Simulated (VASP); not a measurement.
Runs of VASP 6.6.1 on AgCl. The structure is that of space group Fm-3m (No. 225), or close to it. The cells are those of the table. 

```csv
task,cell,cutoff (eV),smearing,gap on the mesh (eV),pressure (GPa)
relaxation of cell and atoms,"relaxed from a = 3.922 Å, angles 60.0°, 2 atoms",600,gaussian 0.02 eV,0.92,0.0
single point,"a = 4.019 Å, angles 60.0°, 2 atoms",520,gaussian 0.02 eV,0.94,(a)
single point,"a = 3.868 Å, angles 60.0°, 2 atoms",520,gaussian 0.02 eV,0.90,3.7
single point,"a = 3.968 Å, angles 60.0°, 2 atoms",520,gaussian 0.05 eV,0.92,-0.1
single point,"a = 3.922 Å, angles 60.0°, 2 atoms",520,gaussian 0.02 eV,(b),1.5
```

Alike in all rows: level PBE; potentials or basis VASP PAW PBE potentials, release 64 (Ag, Cl); no spin polarisation; k mesh 8 × 8 × 8.

Q: Fill in the values left out.

A: (a) -1.6; (b) 0.91.

A k mesh can miss the band edges, and the runs leave out spin-orbit coupling on Ag.
